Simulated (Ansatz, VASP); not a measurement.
## Ru: VASP beside Ansatz

```
CELL_PARAMETERS angstrom
2.67389 0.00000 0.00000
-1.33694 2.31565 0.00000
0.00000 0.00000 4.22640
ATOMIC_POSITIONS crystal
Ru 0.33333 0.66667 0.25000
Ru 0.66667 0.33333 0.75000
```

Alike in both runs: functional LDA; k mesh 18 × 18 × 10; occupations gaussian, width 0.1 eV; no spin polarisation.

Ansatz relaxed the structure, and its values are those at the end. VASP's run is a single point on that final structure, the one shown.

```csv
,VASP,Ansatz
version,VASP 6.6.1,Ansatz 0.2.0
potentials or method,"VASP PAW LDA potentials, release 64 (Ru_pv), cutoff 500 eV","scalar-relativistic, plane waves, PAW"
valence electrons in the cell,28,32
```

Ansatz gave:

```
gap on the k mesh at the Fermi level (eV) : none
pressure (GPa)                            : 0.0
```

**Question.** Estimate VASP's values.

**Answer.** gap on the k mesh at the Fermi level (eV): none; pressure (GPa): 1.0.

LDA's correlation is that of Perdew and Zunger in VASP and of Perdew and Wang (1992) in Ansatz. A gap of «none» marks a metal or a gap that the smearing closes. VASP's potentials hold 28 valence electrons a cell and Ansatz's 32, so a difference there can come from the potentials and not from the codes.
